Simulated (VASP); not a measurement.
# LiHgS (P4/nmm) in VASP: notebook

The runs below take LiHgS through single point, relaxation of cell and atoms, with PBE.

Program: VASP 6.6.1. These are calculated values, not measurements. Logs are shortened: lines on timing, memory, paths and dates and some standing lists are left out, and cuts for length are marked.

**1. The cell of the first run**

The structure is tetragonal, space group P4/nmm (No. 129). Conventional cell: a = 4.053 Å, b = 4.053 Å, c = 7.433 Å, α = 90.00°, β = 90.00°, γ = 90.00°. Li (site symmetry 4mm) has 5 S at 2.43 to 2.90 Å within 3.2 Å. Within 3.8 Å of Hg (site symmetry -4m2) lie 4 Hg at 2.87 Å and 4 S at 3.06 Å and 4 Li at 3.39 Å. S (site symmetry 4mm) has 5 Li at 2.43 to 2.90 Å and 4 Hg at 3.06 Å within 3.2 Å.

**2. Single point, PBE**

The input, INCAR:

```
SYSTEM = LiHgS
PREC     = Accurate       ! precision mode
ENCUT    = 520            ! plane-wave cutoff, eV
EDIFF    = 1E-6           ! SCF threshold, eV
ISMEAR   = 0              ! smearing method
SIGMA    = 0.1            ! smearing width, eV
LREAL    = .False.        ! projectors in reciprocal space
LASPH    = .True.         ! aspherical terms in the spheres
NELM     = 60             ! most SCF steps
ALGO     = Normal         ! electronic algorithm
ISIF     = 2              ! what is computed and relaxed
LWAVE    = .False.        ! write WAVECAR
LCHARG   = .False.        ! write CHGCAR
GGA      = PE             ! functional
NBANDS   = 30             ! bands
```

The input, KPOINTS:

```
Automatic mesh
0
Gamma
  4 4 4
  0 0 0
```

The input, POSCAR:

```
LiHgS
1.0
    4.0531466472      0.0000000000      0.0000000000
    0.0000000000      4.0531466472      0.0000000000
    0.0000000000      0.0000000000      7.4334476379
Li Hg S
2 2 2
Direct
    0.0000000000      0.5000000000      0.3651141930
    0.5000000000      0.0000000000      0.6348858070
    0.0000000000      0.0000000000      0.0000000000
    0.5000000000      0.5000000000      0.0000000000
    0.0000000000      0.5000000000      0.6916689637
    0.5000000000      0.0000000000      0.3083310363
```

Potentials or basis: VASP PAW PBE potentials, release 64 (Li_sv, Hg, S).

Command:

```sh
> cat potpaw_PBE.64/Li_sv/POTCAR potpaw_PBE.64/Hg/POTCAR potpaw_PBE.64/S/POTCAR > POTCAR
> mpirun -np 1 vasp_std > vasp.out
```

OUTCAR:

```text
SYSTEM = LiHgS
   PREC = Accurate
   ENCUT = 520
   EDIFF = 1E-6
   ISMEAR = 0
   LREAL = .False.
   LASPH = .True.
   NELM = 60
   ISIF = 2
   GGA = PE

 ion  position               nearest neighbor table
   1  0.000  0.500  0.365-   5 2.43
   2  0.500  0.000  0.635-   6 2.43
   3  0.000  0.000  0.000-   4 2.87   4 2.87   4 2.87   4 2.87   5 3.06   6 3.06   6 3.06   5 3.06

   4  0.500  0.500  0.000-   3 2.87   3 2.87   3 2.87   3 2.87   6 3.06   6 3.06   5 3.06   5 3.06

   5  0.000  0.500  0.692-   1 2.43   3 3.06   4 3.06   3 3.06   4 3.06
   6  0.500  0.000  0.308-   2 2.43   3 3.06   4 3.06   4 3.06   3 3.06

  LATTYP: Found a simple tetragonal cell.
 ALAT       =     4.0531466472
 C/A-ratio  =     1.8339942482

  Lattice vectors:

 A1 = (   4.0531466472,   0.0000000000,   0.0000000000)
 A2 = (   0.0000000000,   4.0531466472,   0.0000000000)
 A3 = (   0.0000000000,   0.0000000000,   7.4334476379)

Analysis of symmetry for initial positions (statically):
=====================================================================
 Subroutine PRICEL returns:
 Original cell was already a primitive cell.

 Routine SETGRP: Setting up the symmetry group for a
 simple tetragonal supercell.

 Subroutine GETGRP returns: Found 16 space group operations
 (whereof  8 operations were pure point group operations)
 out of a pool of 16 trial point group operations.

The static configuration has the point symmetry D_2d.
 The point group associated with its full space group is D_4h.

Analysis of symmetry for dynamics (positions and initial velocities):
=====================================================================
 Subroutine PRICEL returns:
 Original cell was already a primitive cell.

 Routine SETGRP: Setting up the symmetry group for a
 simple tetragonal supercell.

 Subroutine GETGRP returns: Found 16 space group operations
 (whereof  8 operations were pure point group operations)
 out of a pool of 16 trial point group operations.

The dynamic configuration has the point symmetry D_2d.
 The point group associated with its full space group is D_4h.

 Subroutine INISYM returns: Found 16 space group operations
 (whereof  8 operations are pure point group operations),
 and found     1 'primitive' translations

----------------------------------------------------------------------------------------

                                     Primitive cell

  volume of cell :     122.1167

  direct lattice vectors                    reciprocal lattice vectors
     4.053146647  0.000000000  0.000000000     0.246721890  0.000000000  0.000000000
     0.000000000  4.053146647  0.000000000     0.000000000  0.246721890  0.000000000
     0.000000000  0.000000000  7.433447638     0.000000000  0.000000000  0.134527079

  length of vectors
     4.053146647  4.053146647  7.433447638     0.246721890  0.246721890  0.134527079

  position of ions in fractional coordinates (direct lattice)
     0.000000000  0.500000000  0.365114193
     0.500000000  0.000000000  0.634885807
     0.000000000  0.000000000  0.000000000
     0.500000000  0.500000000  0.000000000
     0.000000000  0.500000000  0.691668964
     0.500000000  0.000000000  0.308331036

  ion indices of the primitive-cell ions
   primitive index   ion index
                 1           1
                 2           2
                 3           3
                 4           4
                 5           5
                 6           6

----------------------------------------------------------------------------------------

 KPOINTS: Automatic mesh

Automatic generation of k-mesh.
 Grid dimensions read from file:
 generate k-points for:    4    4    4

 Generating k-lattice:

  Cartesian coordinates                     Fractional coordinates (reciprocal lattice)
     0.061680472  0.000000000  0.000000000     0.250000000  0.000000000  0.000000000
     0.000000000  0.061680472  0.000000000     0.000000000  0.250000000  0.000000000
     0.000000000  0.000000000  0.033631770     0.000000000  0.000000000  0.250000000

  Length of vectors
[... 54 lines left out ...]
      4      -9.0825      2.00000
      5      -5.7568      2.00000
      6      -5.6008      2.00000
[... 22 lines left out ...]
     29       9.7826      0.00000
     30       9.8779      0.00000

 k-point     3 :       0.5000    0.0000    0.0000
  band No.  band energies     occupation
      1     -43.4414      2.00000
      2     -43.4414      2.00000
      3      -9.1573      2.00000
      4      -9.1573      2.00000
      5      -4.7916      2.00000
      6      -4.7916      2.00000
[... 22 lines left out ...]
     29       9.4470      0.00000
     30       9.4470      0.00000

 k-point     4 :       0.2500    0.2500    0.0000
  band No.  band energies     occupation
      1     -43.4420      2.00000
      2     -43.4408      2.00000
      3      -9.2967      2.00000
      4      -9.0310      2.00000
      5      -5.9529      2.00000
      6      -5.1577      2.00000
[... 22 lines left out ...]
     29       9.2968      0.00000
     30       9.3798      0.00000

 k-point     5 :       0.5000    0.2500    0.0000
  band No.  band energies     occupation
      1     -43.4413      2.00000
      2     -43.4413      2.00000
      3      -9.0545      2.00000
      4      -9.0545      2.00000
      5      -5.4670      2.00000
      6      -5.4670      2.00000
[... 22 lines left out ...]
     29       9.8134      0.00000
     30       9.8134      0.00000
[... 328 lines left out ...]
     29      10.2141      0.00000
     30      10.2141      0.00000

 k-point    16 :       0.2500    0.2500    0.5000
  band No.  band energies     occupation
      1     -43.4420      2.00000
      2     -43.4408      2.00000
      3      -9.1932      2.00000
      4      -9.1443      2.00000
      5      -5.9488      2.00000
      6      -5.1667      2.00000
[... 22 lines left out ...]
     29       9.2374      0.00000
     30       9.6605      0.00000

 k-point    17 :       0.5000    0.2500    0.5000
  band No.  band energies     occupation
      1     -43.4413      2.00000
      2     -43.4413      2.00000
      3      -9.0539      2.00000
      4      -9.0539      2.00000
      5      -5.4673      2.00000
      6      -5.4673      2.00000
[... 22 lines left out ...]
     29       9.0919      0.00000
     30       9.0919      0.00000

 k-point    18 :       0.5000    0.5000    0.5000
  band No.  band energies     occupation
      1     -43.4412      2.00000
      2     -43.4412      2.00000
      3      -8.9456      2.00000
      4      -8.9456      2.00000
      5      -5.7894      2.00000
      6      -5.7894      2.00000
[... 22 lines left out ...]
     29      10.6092      0.00000
     30      10.6092      0.00000

------------------------ aborting loop because EDIFF is reached ----------------------------------------

  FORCE on cell =-STRESS in cart. coord.  units (eV):
  Direction    XX          YY          ZZ          XY          YZ          ZX
  --------------------------------------------------------------------------------------
  -------------------------------------------------------------------------------------
  Total        0.0787330      0.0787330     -0.0329896      0.0000000      0.0000000      0.0000000
  in kB        1.0329818      1.0329818     -0.4328256      0.0000000      0.0000000      0.0000000
  external PRESSURE =       0.5443794 kB  Pullay stress =       0.0000000 kB

 VOLUME and BASIS-vectors are now :
 -----------------------------------------------------------------------------
  energy-cutoff  :      520.00
  volume of cell :      122.12
      direct lattice vectors                 reciprocal lattice vectors
     4.053146647  0.000000000  0.000000000     0.246721890  0.000000000  0.000000000
     0.000000000  4.053146647  0.000000000     0.000000000  0.246721890  0.000000000
     0.000000000  0.000000000  7.433447638     0.000000000  0.000000000  0.134527079

 POSITION                                       TOTAL-FORCE (eV/Angst)
 -----------------------------------------------------------------------------------
      0.00000      2.02657      2.71406        -0.000000      0.000000      0.002581
      2.02657      0.00000      4.71939        -0.000000      0.000000     -0.002581
      0.00000      0.00000      0.00000        -0.000000      0.000000      0.000000
      2.02657      2.02657      0.00000         0.000000     -0.000000      0.000000
      0.00000      2.02657      5.14149        -0.000000      0.000000      0.005695
      2.02657      0.00000      2.29196        -0.000000      0.000000     -0.005695
 -----------------------------------------------------------------------------------
    total drift:                                0.000000      0.000000      0.000000

  FREE ENERGIE OF THE ION-ELECTRON SYSTEM (eV)
  ---------------------------------------------------
  free  energy   TOTEN  =       -14.4095069049 eV

  energy  without entropy=      -14.3900703498  energy(sigma->0) =      -14.39978863
```

Run time: 56 s. Hardware: 1 thread of AMD EPYC 7R13 (Zen 3), shared host; peak memory 0.2 GiB.

What came out:

```yaml
Free_energy: -14.4095 eV
Largest_force: 0.006 eV/Å
Band_gap_on_the_k_mesh: zero (bands 21 and 22 overlap by 1.39 eV)
```

Forces on the atoms (eV/Å):
```
Li   0.000  0.000  0.003
Li   0.000  0.000 -0.003
Hg   0.000  0.000  0.000
Hg   0.000  0.000  0.000
S    0.000  0.000  0.006
S    0.000  0.000 -0.006
```

Levels at points of the mesh, in eV from the Fermi level:
```
           k point  band 17  band 18  band 19  band 20  band 21  band 22  band 23  band 24  band 25  band 26
(0.00, 0.00, 0.00)    -1.63    -1.63    -1.20    -0.58    -0.58     2.70     2.77     3.47     3.47     5.14
(0.50, 0.00, 0.00)    -2.69    -2.69    -0.76    -0.76     0.21     0.21     3.58     3.58     6.39     6.39
(0.50, 0.50, 0.00)    -2.52    -2.52    -2.34    -2.34    -0.17    -0.17     0.88     0.88     5.96     5.96
(0.00, 0.00, 0.50)    -1.17    -1.17    -1.15    -1.15     0.13     2.01     2.78     3.74     3.74     4.96
(0.50, 0.00, 0.50)    -1.86    -1.86    -0.91    -0.91    -0.75    -0.75     4.52     4.52     5.82     5.82
(0.50, 0.50, 0.50)    -2.75    -2.75    -2.54    -2.54     0.64     0.64     1.02     1.02     4.59     4.59
```

Caveat: the k points lie up to 0.39 Å⁻¹ apart, too coarse for converged energies and pressures of a metal; the cutoff is under 1.25 times the usual one of these potentials, so pressure, stress and relaxed cells hold a basis-set (Pulay) error; spin-orbit coupling is left out, which moves the levels of the heavy elements.

**3. Relaxation of cell and atoms, PBE**

This run uses another cell than the first one, of 19.58 Å³/atom.

The input, INCAR:

```
PREC     = Accurate       # precision mode
ENCUT    = 600            # plane-wave cutoff, eV
EDIFF    = 1E-7           # SCF threshold, eV
ISMEAR   = 0              # smearing method
SIGMA    = 0.1            # smearing width, eV
LREAL    = False          # projectors in reciprocal space
LASPH    = True           # aspherical terms in the spheres
NELM     = 80             # most SCF steps
ALGO     = Normal         # electronic algorithm
ISIF     = 3              # what is computed and relaxed
LWAVE    = False          # write WAVECAR
LCHARG   = False          # write CHGCAR
GGA      = PE             # functional
IBRION   = 2              # ionic algorithm
NSW      = 90             # ionic steps
EDIFFG   = -0.04          # ionic threshold
```

The input, KPOINTS:

```
Automatic mesh
0
Gamma
  4 4 4
```

The input, POSCAR:

```
LiHgS
1.0
    4.0703023934      0.0000000000      0.0000000000
    0.0000000000      4.0703023934      0.0000000000
    0.0000000000      0.0000000000      7.0896750178
Li Hg S
2 2 2
Direct
    0.0000000000      0.5000000000      0.3510000000
    0.5000000000      0.0000000000      0.6490000000
    0.0000000000      0.0000000000      0.0000000000
    0.5000000000      0.5000000000      0.0000000000
    0.0000000000      0.5000000000      0.7270000000
    0.5000000000      0.0000000000      0.2730000000
```

Potentials or basis: VASP PAW PBE potentials, release 64 (Li_sv, Hg, S).

Command:

```sh
> cat potpaw_PBE.64/Li_sv/POTCAR potpaw_PBE.64/Hg/POTCAR potpaw_PBE.64/S/POTCAR > POTCAR
> mpirun -np 1 vasp_std > vasp.out
```

Wall time 8.3 min (1 thread of AMD EPYC 7R13 (Zen 3), shared host); peak memory 0.28 GiB.

The run converged. Its results:

| Quantity | Value |
| --- | --- |
| Free energy | -14.4063 eV |
| Relaxed volume | 20.31 Å³/atom |
| Relaxed cell | a = 4.057 Å, b = 4.057 Å, c = 7.405 Å, α = 90.00°, β = 90.00°, γ = 90.00° |
| Space group after relaxing (to 0.1 Å) | P4/nmm (No. 129) |
| Energy gained by relaxing | 94.6 meV/atom |
| Ionic steps | 11 |
| Pressure after relaxing | 0.1 GPa |
| Largest force after relaxing | 0.038 eV/Å |
| Band gap on the k mesh | zero (bands 21 and 22 overlap by 1.40 eV) |

Forces on the atoms (eV/Å):
```
Li   0.000  0.000  0.038
Li   0.000  0.000 -0.038
Hg   0.000  0.000  0.000
Hg   0.000  0.000  0.000
S    0.000  0.000  0.016
S    0.000  0.000 -0.016
```

Step by step:
| step | energy change (eV) | largest force (eV/Å) | pressure (GPa) | volume (Å³) |
| --- | --- | --- | --- | --- |
| 1 | 0.0000 | 1.8436 | 5.54 | 117.46 |
| 2 | -0.3739 | 0.7256 | -0.95 | 129.33 |
| 3 | -0.3778 | 0.6288 | -1.47 | 130.75 |
| 4 | -0.4524 | 0.5136 | -1.17 | 128.31 |
| 5 | -0.5583 | 0.0161 | 0.33 | 121.16 |
| 6 | -0.5585 | 0.0214 | 0.22 | 121.51 |
| 7 | -0.5641 | 0.0376 | -0.03 | 122.04 |
| 8 | -0.5656 | 0.0565 | -0.23 | 122.48 |
| 9 | -0.5670 | 0.0446 | 0.09 | 121.70 |
| 10 | -0.5670 | 0.0445 | 0.09 | 121.70 |
| 11 | -0.5676 | 0.0376 | 0.06 | 121.88 |

Final structure:
```cif
data_structure
_symmetry_space_group_name_H-M 'P 1'
_symmetry_Int_Tables_number 1
_cell_length_a 4.0569
_cell_length_b 4.0569
_cell_length_c 7.4054
_cell_angle_alpha 90.000
_cell_angle_beta 90.000
_cell_angle_gamma 90.000
_cell_volume 121.88
loop_
_atom_site_label
_atom_site_type_symbol
_atom_site_fract_x
_atom_site_fract_y
_atom_site_fract_z
_atom_site_occupancy
Li1 Li 0.00000 0.50000 0.36230 1
Li2 Li 0.50000 0.00000 0.63770 1
Hg1 Hg 0.00000 0.00000 0.00000 1
Hg2 Hg 0.50000 0.50000 0.00000 1
S1 S 0.00000 0.50000 0.69088 1
S2 S 0.50000 0.00000 0.30912 1
```

Levels at points of the mesh, in eV from the Fermi level:
```tsv
k point	band 19	band 20	band 21	band 22	band 23	band 24
(0.00, 0.00, 0.00)	-1.19	-0.58	-0.58	2.66	2.77	3.46
(0.50, 0.00, 0.00)	-0.78	-0.78	0.22	0.22	3.56	3.56
(0.50, 0.50, 0.00)	-2.35	-2.35	-0.18	-0.18	0.87	0.87
(0.00, 0.00, 0.50)	-1.17	-1.17	0.13	2.00	2.74	3.73
(0.50, 0.00, 0.50)	-0.92	-0.92	-0.76	-0.76	4.48	4.48
(0.50, 0.50, 0.50)	-2.55	-2.55	0.64	0.64	1.01	1.01
```

Caveat: the k points lie up to 0.39 Å⁻¹ apart in the final cell, too coarse for converged energies and pressures of a metal; the cutoff is under 1.25 times the usual one of these potentials, so pressure, stress and relaxed cells hold a basis-set (Pulay) error; spin-orbit coupling is left out, which moves the levels of the heavy elements.

**4. Single point, PBE**

The input, INCAR:

```
SYSTEM = LiHgS
ALGO = Normal ; EDIFF = 1E-6
ENCUT = 520 ; GGA = PE
ISIF = 2 ; ISMEAR = 0
LASPH = .True. ; LCHARG = .False.
LREAL = .False. ; LWAVE = .False.
NBANDS = 30 ; NELM = 60
PREC = Accurate ; SIGMA = 0.1
```

The input, KPOINTS:

```
k-points
0
Gamma
  10 10 6
  0 0 0
```

The input, POSCAR:

```
LiHgS
1.0
    4.0496965293      0.0000000000      0.0000000000
    0.0000000000      4.0496965293      0.0000000000
    0.0000000000      0.0000000000      7.4320146166
Li Hg S
2 2 2
Direct
    0.0000000000      0.5000000000      0.3656284627
    0.5000000000      0.0000000000      0.6343715373
    0.0000000000      0.0000000000      0.0000000000
    0.5000000000      0.5000000000      0.0000000000
    0.0000000000      0.5000000000      0.6921964913
    0.5000000000      0.0000000000      0.3078035087
```

Command:

```sh
> cat potpaw_PBE.64/Li_sv/POTCAR potpaw_PBE.64/Hg/POTCAR potpaw_PBE.64/S/POTCAR > POTCAR
> mpirun -np 1 vasp_std > vasp.out
```

Run time: 4.2 min. Hardware: 1 thread of AMD EPYC 7R13 (Zen 3), shared host; peak memory 0.36 GiB.

The run converged. Its results:

```yaml
Free_energy: -14.4178 eV
Largest_force: 0.028 eV/Å
Band_gap_on_the_k_mesh: zero (bands 21 and 22 overlap by 1.41 eV)
```

Forces in eV/Å, atoms in the order of the input:
```
Li   0.000  0.000 -0.001
Li   0.000  0.000  0.001
Hg   0.000  0.000  0.000
Hg   0.000  0.000  0.000
S    0.000  0.000 -0.028
S    0.000  0.000  0.028
```

Levels at points of the mesh, in eV from the Fermi level:
| k point | band 18 | band 19 | band 20 | band 21 | band 22 | band 23 | band 24 | band 25 |
| --- | --- | --- | --- | --- | --- | --- | --- | --- |
| (0.00, 0.00, 0.00) | -1.66 | -1.23 | -0.61 | -0.61 | 2.70 | 2.75 | 3.46 | 3.46 |
| (0.50, 0.00, 0.00) | -2.72 | -0.80 | -0.80 | 0.19 | 0.19 | 3.56 | 3.56 | 6.37 |
| (0.50, 0.50, 0.00) | -2.56 | -2.38 | -2.38 | -0.18 | -0.18 | 0.87 | 0.87 | 5.93 |
| (0.00, 0.00, 0.50) | -1.20 | -1.19 | -1.19 | 0.10 | 1.99 | 2.78 | 3.74 | 3.74 |
| (0.50, 0.00, 0.50) | -1.90 | -0.94 | -0.94 | -0.78 | -0.78 | 4.50 | 4.50 | 5.80 |
| (0.50, 0.50, 0.50) | -2.78 | -2.58 | -2.58 | 0.63 | 0.63 | 1.00 | 1.00 | 4.56 |

Caveat: the cutoff is under 1.25 times the usual one of these potentials, so pressure, stress and relaxed cells hold a basis-set (Pulay) error; spin-orbit coupling is left out, which moves the levels of the heavy elements.

**5. Overview**

```csv
task,cell,k mesh,cutoff (eV),gap on the mesh (eV),largest force (eV/Å)
single point,"a = 4.053, b = 4.053, c = 7.433 Å, 6 atoms, atomic positions A",4 × 4 × 4,520,none,0.01
relaxation of cell and atoms,"relaxed from a = 4.070, b = 4.070, c = 7.090 Å, 6 atoms, atomic positions B",4 × 4 × 4,600,none,0.04
single point,"a = 4.050, b = 4.050, c = 7.432 Å, 6 atoms, atomic positions C",10 × 10 × 6,520,none,0.03
```

Alike in all rows: level PBE; potentials or basis VASP PAW PBE potentials, release 64 (Li_sv, Hg, S); no spin polarisation; smearing gaussian 0.1 eV.

Caveats: some runs use coarse meshes; the cutoff is under 1.25 times the usual one of these potentials, so pressure, stress and relaxed cells hold a basis-set (Pulay) error; spin-orbit coupling is left out, which moves the levels of the heavy elements.

Total energies depend on the potentials used, so only differences within one code and one set of settings carry meaning.
